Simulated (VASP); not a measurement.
Wanted: the native input for a VASP 6.6.1 run.

* Task: single point
* Functional: BLYP
* Potentials or basis: VASP PAW PBE potentials, release 64 (Ta_pv, N)
* Cutoff: 520 eV
* k mesh: 9 × 9 × 9
* Occupations: fermi-dirac, width 0.05 eV
* Spin: no spin polarisation
* Dipole correction: no
* Further INCAR settings: ALGO = Normal; EDIFF = 1e-07; NBANDS = 15

The structure of TaN lies in POSCAR:

```
TaN
1.0
    0.0000000000      2.4042589088      2.4042589088
    2.4042589088      0.0000000000      2.4042589088
    2.4042589088      2.4042589088      0.0000000000
Ta N
1 1
Direct
    0.0000000000      0.0000000000      0.0000000000
    0.2500000000      0.2500000000      0.2500000000
```

The input as run:

INCAR

```
PREC     = Accurate       # precision mode
ENCUT    = 520            # plane-wave cutoff, eV
EDIFF    = 1E-7           # SCF threshold, eV
ISMEAR   = -1             # smearing method
SIGMA    = 0.05           # smearing width, eV
LREAL    = False          # projectors in reciprocal space
LASPH    = True           # aspherical terms in the spheres
NELM     = 60             # most SCF steps
ALGO     = Normal         # electronic algorithm
ISIF     = 2              # what is computed and relaxed
LWAVE    = False          # write WAVECAR
LCHARG   = False          # write CHGCAR
GGA      = B5             # functional
ALDAX    = 1.0          
AGGAX    = 1.0          
AGGAC    = 1.0          
ALDAC    = 0.0          
NBANDS   = 15             # bands
```

KPOINTS

```
Automatic mesh
0
Gamma
  9 9 9
```

Potentials or basis: VASP PAW PBE potentials, release 64 (Ta_pv, N).

Command:

```console
$ cat potpaw_PBE.64/Ta_pv/POTCAR potpaw_PBE.64/N/POTCAR > POTCAR
$ mpirun -np 1 vasp_std > vasp.out
```

It gave:

* Pressure: 1.3 GPa
* Band gap on the k mesh: zero (band 8 reaches 7.51 eV, above the bottom of band 9 at 6.97 eV)

Caveat: the PAW data sets were made with another functional, which shifts forces and pressure a little; spin-orbit coupling is left out, which moves the levels of the heavy elements.

It took 23 s on 1 thread of Intel Xeon 6975P-C (shared host), peak memory 0.16 GiB.
